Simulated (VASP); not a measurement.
# BN (P6_3/mmc) in VASP: further runs

BN is run at these levels: PBE, r2SCAN, HSE06; tasks: single point.

Everything below comes from runs of VASP 6.6.1. Logs are shortened: lines on timing, memory, paths and dates and some standing lists are left out, and cuts for length are marked.

## Step 1: The cell of the first run

It takes space group P6_3/mmc (No. 194, hexagonal). The conventional cell has a = 2.478 Å, b = 2.478 Å, c = 6.464 Å, α = 90.00°, β = 90.00°, γ = 120.00°. B (site symmetry -6m2) has 3 N at 1.43 Å within 1.9 Å. Within 1.9 Å of N (site symmetry -6m2) lie 3 B at 1.43 Å.

## Step 2: Single point, PBE (strain -0.9%)

Input file INCAR:

```
ALGO = Normal
EDIFF = 1E-7
ENCUT = 520
GGA = PE
ISIF = 2
ISMEAR = -1
LASPH = T
LCHARG = F
LREAL = F
LWAVE = F
NBANDS = 16
NELM = 80
PREC = Accurate
SIGMA = 0.02
```

Input file KPOINTS:

```
k-points
0
Gamma
  12 12 4
```

Input file POSCAR:

```
BN
1.0
    2.4775772443      0.0000000000      0.0000000000
   -1.2387886221      2.1456448334      0.0000000000
    0.0000000000      0.0000000000      6.4636186877
B N
2 2
Direct
    0.3333333333      0.6666666667      0.2500000000
    0.6666666667      0.3333333333      0.7500000000
    0.3333333333      0.6666666667      0.7500000000
    0.6666666667      0.3333333333      0.2500000000
```

Potentials or basis: VASP PAW PBE potentials, release 64 (B, N).

The run is started by

```sh
$ cat potpaw_PBE.64/B/POTCAR potpaw_PBE.64/N/POTCAR > POTCAR
$ mpirun -np 1 vasp_std > vasp.out
```

OUTCAR:

```text
EDIFF = 1E-7
   ENCUT = 520
   GGA = PE
   ISIF = 2
   ISMEAR = -1
   LASPH = T
   LREAL = F
   NELM = 80
   PREC = Accurate

 ion  position               nearest neighbor table
   1  0.333  0.667  0.250-   4 1.43   4 1.43   4 1.43
   2  0.667  0.333  0.750-   3 1.43   3 1.43   3 1.43
   3  0.333  0.667  0.750-   2 1.43   2 1.43   2 1.43
   4  0.667  0.333  0.250-   1 1.43   1 1.43   1 1.43

  LATTYP: Found a hexagonal cell.
 ALAT       =     2.4775772443
 C/A-ratio  =     2.6088464860

  Lattice vectors:

 A1 = (   2.4775772443,   0.0000000000,   0.0000000000)
 A2 = (  -1.2387886221,   2.1456448334,   0.0000000000)
 A3 = (   0.0000000000,   0.0000000000,   6.4636186877)

Analysis of symmetry for initial positions (statically):
=====================================================================
 Subroutine PRICEL returns:
 Original cell was already a primitive cell.

 Routine SETGRP: Setting up the symmetry group for a
 hexagonal supercell.

 Subroutine GETGRP returns: Found 24 space group operations
 (whereof 12 operations were pure point group operations)
 out of a pool of 24 trial point group operations.

The static configuration has the point symmetry D_3d.
 The point group associated with its full space group is D_6h.

Analysis of symmetry for dynamics (positions and initial velocities):
=====================================================================
 Subroutine PRICEL returns:
 Original cell was already a primitive cell.

 Routine SETGRP: Setting up the symmetry group for a
 hexagonal supercell.

 Subroutine GETGRP returns: Found 24 space group operations
 (whereof 12 operations were pure point group operations)
 out of a pool of 24 trial point group operations.

The dynamic configuration has the point symmetry D_3d.
 The point group associated with its full space group is D_6h.

 Subroutine INISYM returns: Found 24 space group operations
 (whereof 12 operations are pure point group operations),
 and found     1 'primitive' translations

----------------------------------------------------------------------------------------

                                     Primitive cell

  volume of cell :      34.3606

  direct lattice vectors                    reciprocal lattice vectors
     2.477577244  0.000000000  0.000000000     0.403620110  0.233030179  0.000000000
    -1.238788622  2.145644833  0.000000000     0.000000000  0.466060358  0.000000000
     0.000000000  0.000000000  6.463618688     0.000000000  0.000000000  0.154712097

  length of vectors
     2.477577244  2.477577244  6.463618688     0.466060358  0.466060358  0.154712097

  position of ions in fractional coordinates (direct lattice)
     0.333333333  0.666666667  0.250000000
     0.666666667  0.333333333  0.750000000
     0.333333333  0.666666667  0.750000000
     0.666666667  0.333333333  0.250000000

  ion indices of the primitive-cell ions
   primitive index   ion index
                 1           1
                 2           2
                 3           3
                 4           4

----------------------------------------------------------------------------------------

 KPOINTS: k-points

Automatic generation of k-mesh.
 Grid dimensions read from file:
 generate k-points for:   12   12    4

 Generating k-lattice:

  Cartesian coordinates                     Fractional coordinates (reciprocal lattice)
     0.033635009  0.019419182  0.000000000     0.083333333  0.000000000  0.000000000
     0.000000000  0.038838363  0.000000000     0.000000000  0.083333333  0.000000000
     0.000000000  0.000000000  0.038678024     0.000000000  0.000000000  0.250000000

  Length of vectors
     0.038838363  0.038838363  0.038678024

  Shift w.r.t. Gamma in fractional coordinates (k-lattice)
     0.000000000  0.000000000  0.000000000

 Subroutine IBZKPT returns following result:
 ===========================================

 Found     57 irreducible k-points:

 Following reciprocal coordinates:
            Coordinates               Weight
  0.000000  0.000000  0.000000      1.000000
  0.083333  0.000000  0.000000      6.000000
  0.166667 -0.000000  0.000000      6.000000
  0.250000  0.000000  0.000000      6.000000
  0.333333  0.000000  0.000000      6.000000
  0.416667  0.000000  0.000000      6.000000
[... 16 lines left out ...]
  0.250000  0.000000  0.250000     12.000000
  0.333333  0.000000  0.250000     12.000000
 [... further k-points ...]
   k-points           NKPTS =     57   k-points in BZ     NKDIM =     57   number of bands    NBANDS=     16
   number of dos      NEDOS =    301   number of ions     NIONS =      4
   total plane-waves  NPLWV =  15552
   dimension x,y,z NGX =    18 NGY =   18 NGZ =   48
   dimension x,y,z NGXF=    36 NGYF=   36 NGZF=   96
   ions per type =               2   2
   NGX,Y,Z   is equivalent  to a cutoff of  12.08, 12.08, 12.35 a.u.
   NGXF,Y,Z  is equivalent  to a cutoff of  24.16, 24.16, 24.69 a.u.
 SYSTEM =  unknown system
   PREC   = accura    normal or accurate (medium, high low for compatibility)
   ISTART =      0    job   : 0-new  1-cont  2-samecut
   ICHARG =      2    charge: 1-file 2-atom 10-const
   ISPIN  =      1    spin polarized calculation?
   LNONCOLLINEAR =      F non collinear calculations
   LSORBIT =      F    spin-orbit coupling
   LASPH  =      T    aspherical Exc in radial PAW
   ENCUT  =  520.0 eV  38.22 Ry    6.18 a.u.   4.61  4.61 12.02*2*pi/ulx,y,z
   NELM   =     80;   NELMIN=  2; NELMDL= -5     # of ELM steps
   EDIFF  = 0.1E-06   stopping-criterion for ELM
   LREAL  =      F    real-space projection
   EDIFFG = 0.1E-05   stopping-criterion for IOM
   NSW    =      0    number of steps for IOM
   IBRION =     -1    ionic relax: 0-MD 1-quasi-New 2-CG
   NFREE  =      0    steps in history (QN), initial steepest desc. (CG)
   ISIF   =      2    stress and relaxation
   ISYM   =      2    0-nonsym 1-usesym 2-fastsym
   POTIM  = 0.5000    time-step for ionic-motion
   TEBEG  =    0.0;   TEEND  =   0.0 temperature during run
   PSTRESS=    0.0 pullay stress
   NELECT =      16.0000    total number of electrons
   NUPDOWN=      -1.0000    fix difference up-down
   EMIN   =  10.00;   EMAX   =-10.00  energy-range for DOS
   EFERMI =   0.00;   METHOD = LEGACY
   ISMEAR =    -1;   SIGMA  =   0.02  broadening in eV -4-tet -1-fermi 0-gaus
   EFERMI_NEDOS =   21; number of points for ismear=-14 and -15
   IALGO  =     38    algorithm
   IMIX   =      4    mixing-type and parameters
     AMIX     =   0.40;   BMIX     =  1.00
     AMIX_MAG =   1.60;   BMIX_MAG =  1.00
  volume/ion in A,a.u.               =       8.59        57.97
  Fermi-wavevector in a.u.,A,eV,Ry     =   1.268901  2.397876 21.906890  1.610111
  Thomas-Fermi vector in A             =   2.401971
   LORBIT       =      0    0 simple, 1 ext, 2 COOP (PROOUT), +10 PAW based schemes
   GGA     = PE    functional components
   LHFCALC =     F    Hartree Fock is set to
   AEXX    =    0.0000 exact exchange contribution
   IVDW    =     0    specifies the selected vdW correction
   LEPSILON=     F    determine dielectric tensor
   LRPA    =     F    only Hartree local field effects (RPA)
 non-spin polarized calculation
  energy-cutoff  :      520.00
  volume of cell :       34.36
 maximum number of plane-waves:       940
   NGX =  9   NGY =  9   NGZ = 25

 number of electron      15.9999994 magnetization

 Free energy of the ion-electron system (eV)
  ---------------------------------------------------
  ext. energy  EPLUGINS =         0.00000000
  ---------------------------------------------------
  free energy    TOTEN  =       -35.08524685 eV

  energy without entropy =      -35.08524685  energy(sigma->0) =      -35.08524685

 E-fermi :   3.1819     XC(G=0): -10.3153

 val. band max:        2.6491250364   @ k =   0.3333   0.2500   0.0000
 cond. band min:       6.9222457914   @ k =   0.5000   0.0000   0.0000
 fundamental gap:      4.2731207550
 Fermi energy:         3.1819392930

 k-point     1 :       0.0000    0.0000    0.0000
  band No.  band energies     occupation
      1     -15.3857      2.00000
      2     -15.0290      2.00000
      3      -3.8617      2.00000
      4      -1.4674      2.00000
      5       1.3404      2.00000
      6       1.3404      2.00000
[... 8 lines left out ...]
     15      15.5468      0.00000
     16      16.0666      0.00000

 k-point     2 :       0.0833    0.0000    0.0000
  band No.  band energies     occupation
      1     -15.2463      2.00000
      2     -14.8949      2.00000
      3      -3.6698      2.00000
      4      -1.2963      2.00000
      5       0.7740      2.00000
      6       0.8168      2.00000
[... 8 lines left out ...]
     15      15.5274      0.00000
     16      15.9962      0.00000

 k-point     3 :       0.1667   -0.0000    0.0000
  band No.  band energies     occupation
      1     -14.8347      2.00000
      2     -14.4999      2.00000
      3      -3.1010      2.00000
      4      -0.7933      2.00000
      5      -0.6669      2.00000
      6      -0.6139      2.00000
[... 8 lines left out ...]
     15      16.8539      0.00000
     16      17.0891      0.00000

 k-point     4 :       0.2500    0.0000    0.0000
  band No.  band energies     occupation
      1     -14.1771      2.00000
      2     -13.8716      2.00000
      3      -2.5029      2.00000
      4      -2.4247      2.00000
      5      -2.1800      2.00000
      6      -0.3420      2.00000
[... 8 lines left out ...]
     15      18.5893      0.00000
     16      19.0652      0.00000

 k-point     5 :       0.3333    0.0000    0.0000
  band No.  band energies     occupation
      1     -13.3395      2.00000
      2     -13.0819      2.00000
      3      -4.3364      2.00000
      4      -4.2349      2.00000
      5      -0.9901      2.00000
      6      -0.9706      2.00000
[... 8 lines left out ...]
     15      18.7831      0.00000
     16      21.6945      0.00000

 k-point     6 :       0.4167    0.0000    0.0000
  band No.  band energies     occupation
      1     -12.4939      2.00000
      2     -12.3178      2.00000
      3      -5.8005      2.00000
      4      -5.7009      2.00000
      5      -1.4146      2.00000
      6      -1.3360      2.00000
[... 8 lines left out ...]
     15      18.2697      0.00000
     16      22.2935      0.00000
[... 267 lines left out ...]
 k-point    21 :       0.0833    0.0000    0.2500
  band No.  band energies     occupation
      1     -15.1980      2.00000
      2     -14.9498      2.00000
      3      -3.3824      2.00000
      4      -1.7311      2.00000
      5       0.7819      2.00000
      6       0.8141      2.00000
[... 8 lines left out ...]
     15      15.5830      0.00000
     16      15.9040      0.00000

 k-point    22 :       0.1667   -0.0000    0.2500
  band No.  band energies     occupation
      1     -14.7885      2.00000
      2     -14.5519      2.00000
      3      -2.8234      2.00000
      4      -1.2344      2.00000
      5      -0.6524      2.00000
      6      -0.5952      2.00000
[... 8 lines left out ...]
     15      16.7356      0.00000
     16      16.8328      0.00000

 k-point    23 :       0.2500    0.0000    0.2500
  band No.  band energies     occupation
      1     -14.1348      2.00000
      2     -13.9189      2.00000
      3      -2.5154      2.00000
      4      -2.4450      2.00000
      5      -1.8841      2.00000
      6      -0.3744      2.00000
[... 8 lines left out ...]
     15      19.0830      0.00000
     16      19.1779      0.00000

 k-point    24 :       0.3333    0.0000    0.2500
  band No.  band energies     occupation
      1     -13.3035      2.00000
      2     -13.1213      2.00000
      3      -4.3265      2.00000
      4      -4.2539      2.00000
      5      -0.9792      2.00000
      6      -0.9260      2.00000
[... 8 lines left out ...]
     15      19.9128      0.00000
     16      21.6995      0.00000

 [... further k-points ...]

------------------------ aborting loop because EDIFF is reached ----------------------------------------

  FORCE on cell =-STRESS in cart. coord.  units (eV):
  Direction    XX          YY          ZZ          XY          YZ          ZX
  --------------------------------------------------------------------------------------
  -------------------------------------------------------------------------------------
  Total        3.5059878      3.5059878      0.8468529      0.0000000      0.0000000      0.0000000
  in kB      163.4783409    163.4783409     39.4873333      0.0000000      0.0000000      0.0000000
  external PRESSURE =     122.1480050 kB  Pullay stress =       0.0000000 kB

 VOLUME and BASIS-vectors are now :
 -----------------------------------------------------------------------------
  energy-cutoff  :      520.00
  volume of cell :       34.36
      direct lattice vectors                 reciprocal lattice vectors
     2.477577244  0.000000000  0.000000000     0.403620110  0.233030179  0.000000000
    -1.238788622  2.145644833  0.000000000     0.000000000  0.466060358  0.000000000
     0.000000000  0.000000000  6.463618688     0.000000000  0.000000000  0.154712097

 POSITION                                       TOTAL-FORCE (eV/Angst)
 -----------------------------------------------------------------------------------
     -0.00000      1.43043      1.61590        -0.000000     -0.000000      0.000000
      1.23879      0.71521      4.84771        -0.000000      0.000000      0.000000
     -0.00000      1.43043      4.84771         0.000000      0.000000      0.000000
      1.23879      0.71521      1.61590         0.000000     -0.000000      0.000000
 -----------------------------------------------------------------------------------
    total drift:                               -0.000000      0.000000      0.000000

  FREE ENERGIE OF THE ION-ELECTRON SYSTEM (eV)
  ---------------------------------------------------
  free  energy   TOTEN  =       -35.0852468466 eV

  energy  without entropy=      -35.0852468466  energy(sigma->0) =      -35.08524685
```

It took 18 s on 1 thread of Intel Xeon Platinum 8488C (Sapphire Rapids), shared host; peak memory 0.14 GiB.

Results:

| Quantity | Value |
| --- | --- |
| Free energy | -35.0852 eV |
| Pressure | 12.2 GPa |
| Band gap on the k mesh | 4.27 eV, indirect (least direct gap 4.69 eV) |

Stress tensor (GPa, compression positive):
```
16.35  0.00  0.00
 0.00 16.35  0.00
 0.00  0.00  3.95
```

Levels at points of the mesh, in eV from the valence-band top:
```
           k point  band 6  band 7  band 8  band 9  band 10  band 11
(0.00, 0.00, 0.00)   -1.31   -1.26   -1.26    5.42    10.75    11.79
(0.50, 0.00, 0.00)   -4.13   -1.57   -0.42    4.27     5.82     9.84
(0.00, 0.00, 0.50)   -1.29   -1.29   -1.29    7.98     7.98    11.86
(0.50, 0.00, 0.50)   -4.17   -0.97   -0.97    4.78     4.78    10.26
```

Caveat: the cell differs from its parent crystal (strain -0.9%); this functional lacks dispersion, which binds the layers, so the pressure and a relaxed spacing across them are unreliable.

## Step 3: Single point, r2SCAN (strain -0.9%)

POSCAR is that of step 2.

Input file INCAR.step1:

```
SYSTEM = BN
PREC = Accurate ; ENCUT = 520
ISMEAR = 0 ; SIGMA = 0.01
LREAL = .False. ; LASPH = .True.
NELM = 100 ; NBANDS = 16
GGA = PE ; ALGO = Normal
EDIFF = 1E-4 ; LWAVE = .True.
LCHARG = .False.
```

Input file INCAR.step2:

```
SYSTEM = BN
PREC = Accurate ; ENCUT = 520
EDIFF = 1E-6 ; ISMEAR = 0
SIGMA = 0.01 ; LREAL = .False.
LASPH = .True. ; NELM = 100
ALGO = Normal ; ISIF = 2
LWAVE = .False. ; LCHARG = .True.
METAGGA = R2SCAN ; LMIXTAU = .True.
LELF = .True. ; LVHAR = .True.
NBANDS = 16 ; ISTART = 1
```

Input file KPOINTS:

```
Automatic mesh
0
Gamma
  12 12 4
  0 0 0
```

Potentials or basis: VASP PAW PBE potentials, release 64 (B, N).

The run is started by

```sh
$ cat potpaw_PBE.64/B/POTCAR potpaw_PBE.64/N/POTCAR > POTCAR
$ cp INCAR.step1 INCAR
$ mpirun -np 1 vasp_std > vasp.out
$ cp INCAR.step2 INCAR
$ mpirun -np 1 vasp_std > vasp.out
```

Wall time 66 s (1 thread of AMD EPYC 9R45 (Zen 5), shared host); peak memory 0.13 GiB.

It converged, with:

* Free energy: -38.5576 eV
* Pressure: 8.5 GPa
* Band gap on the k mesh: 4.88 eV, indirect (least direct gap 5.30 eV)

Stress tensor (GPa, compression positive):
```
11.94  0.00  0.00
 0.00 11.94  0.00
 0.00  0.00  1.71
```

Levels at points of the mesh, in eV from the valence-band top:
```
           k point  band 5  band 6  band 7  band 8  band 9  band 10  band 11  band 12
(0.00, 0.00, 0.00)   -1.34   -1.34   -1.29   -1.29    5.83    11.56    12.54    12.54
(0.50, 0.00, 0.00)   -4.36   -4.28   -1.58   -0.42    4.88     6.52    10.53    10.98
(0.00, 0.00, 0.50)   -1.31   -1.31   -1.31   -1.31    8.52     8.52    12.61    12.61
(0.50, 0.00, 0.50)   -4.32   -4.32   -0.97   -0.97    5.39     5.39    10.98    10.98
```

Caveat: the cell differs from its parent crystal (strain -0.9%); the PAW data sets were made with another functional, which shifts forces and pressure a little. A k mesh can miss the band edges.

## Step 4: Single point, HSE06 (strain -0.9%)

POSCAR is that of step 3.

Input file INCAR.step1:

```
PREC     = Accurate       # precision mode
ENCUT    = 520            # plane-wave cutoff, eV
EDIFF    = 1E-5           # SCF threshold, eV
ISMEAR   = 0              # smearing method
SIGMA    = 0.01           # smearing width, eV
LREAL    = False          # projectors in reciprocal space
LASPH    = True           # aspherical terms in the spheres
NELM     = 100            # most SCF steps
ALGO     = Normal         # electronic algorithm
ISIF     = 2              # what is computed and relaxed
LWAVE    = True           # write WAVECAR
NBANDS   = 16             # bands
GGA      = PE             # functional
```

Input file INCAR.step2:

```
PREC     = Accurate       # precision mode
ENCUT    = 520            # plane-wave cutoff, eV
EDIFF    = 1E-7           # SCF threshold, eV
ISMEAR   = 0              # smearing method
SIGMA    = 0.01           # smearing width, eV
LREAL    = False          # projectors in reciprocal space
LASPH    = True           # aspherical terms in the spheres
NELM     = 100            # most SCF steps
ALGO     = Normal         # electronic algorithm
ISIF     = 2              # what is computed and relaxed
LWAVE    = False          # write WAVECAR
LCHARG   = True           # write CHGCAR
GGA      = PE             # functional
LHFCALC  = True           # exact exchange
HFSCREEN = 0.2079         # screening, 1/A
PRECFOCK = Normal       
LELF     = True           # ELF
LVHAR    = True         
NBANDS   = 16             # bands
ISTART   = 1
```

Input file KPOINTS:

```
Automatic mesh
0
Gamma
  9 9 4
```

The run is started by

```sh
$ cat potpaw_PBE.64/B/POTCAR potpaw_PBE.64/N/POTCAR > POTCAR
$ cp INCAR.step1 INCAR
$ mpirun -np 1 vasp_std > vasp.out
$ cp INCAR.step2 INCAR
$ mpirun -np 1 vasp_std > vasp.out
```

Wall time 50 min (1 thread of AMD EPYC 9R45 (Zen 5), shared host); peak memory 0.24 GiB.

The run converged. Its results:

```yaml
Free_energy: -40.7491 eV
Pressure: 7.2 GPa
Band_gap_on_the_k_mesh: 5.76 eV, indirect (least direct gap 6.06 eV)
```

Stress tensor (GPa, compression positive):
```
9.21 0.00 0.00
0.00 9.21 0.00
0.00 0.00 3.28
```

Levels at points of the mesh, in eV from the valence-band top:
| k point | band 4 | band 5 | band 6 | band 7 | band 8 | band 9 | band 10 | band 11 | band 12 | band 13 |
| --- | --- | --- | --- | --- | --- | --- | --- | --- | --- | --- |
| (0.00, 0.00, 0.00) | -4.50 | -1.54 | -1.54 | -1.49 | -1.49 | 6.63 | 12.54 | 13.56 | 13.56 | 13.73 |
| (0.00, 0.00, 0.50) | -5.94 | -1.51 | -1.51 | -1.51 | -1.51 | 9.39 | 9.39 | 13.65 | 13.65 | 13.65 |

Caveat: the cell differs from its parent crystal (strain -0.9%); the PAW data sets were made with another functional, which shifts forces and pressure a little; this functional lacks dispersion, which binds the layers, so the pressure and a relaxed spacing across them are unreliable.

## Step 5: Summary

```csv
level,k mesh,smearing,grid for exact exchange (PRECFOCK),screening parameter,gap on the mesh (eV),pressure (GPa)
PBE,12 × 12 × 4,fermi-dirac 0.02 eV,-,-,4.27,12.2
r2SCAN,12 × 12 × 4,gaussian 0.01 eV,-,-,4.88,8.5
HSE06,9 × 9 × 4,gaussian 0.01 eV,Normal,0.2079 1/Å,5.76,7.2
```

Alike in all rows: task single point; potentials or basis VASP PAW PBE potentials, release 64 (B, N); no spin polarisation; cell as given; cutoff (eV) 520.

Caveats: this functional lacks dispersion, which binds the layers, so the pressure and a relaxed spacing across them are unreliable (some runs); the PAW data sets were made with another functional, which shifts forces and pressure a little (some runs).

Absolute energies hang on the potentials; compare differences alone.
